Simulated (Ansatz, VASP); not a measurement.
# Pt in VASP and in Ansatz

```xyz
1
Lattice="0.0000 2.1270 1.6590 2.1270 0.0000 1.6590 2.1270 2.1270 0.0000" Properties=species:S:1:pos:R:3 pbc="T T T"
Pt    0.0000    0.0000    0.0000
```

Alike in both runs: task single point; functional PBE; k mesh 24 × 24 × 24; occupations fermi-dirac, width 0.02 eV; no spin polarisation.

|  | VASP | Ansatz |
| --- | --- | --- |
| version | VASP 6.6.1 | Ansatz 0.2.0 |
| potentials or method | VASP PAW PBE potentials, release 64 (Pt), cutoff 520 eV | scalar-relativistic, plane waves, PAW |
| valence electrons in the cell | 10 | 18 |

|  | VASP | Ansatz | Ansatz less VASP |
| --- | --- | --- | --- |
| gap on the k mesh at the Fermi level (eV) | none | none | - |
| pressure (GPa) | 13.6 | 14.1 | +0.54 |
| traceless stress, the component that is largest in VASP (GPa) | 4.31 | 4.32 | +0.008 |

A gap of «none» marks a metal or a gap that the smearing closes. VASP's potentials hold 10 valence electrons a cell and Ansatz's 18, so a difference there can come from the potentials and not from the codes.

Spin-orbit coupling is off throughout.
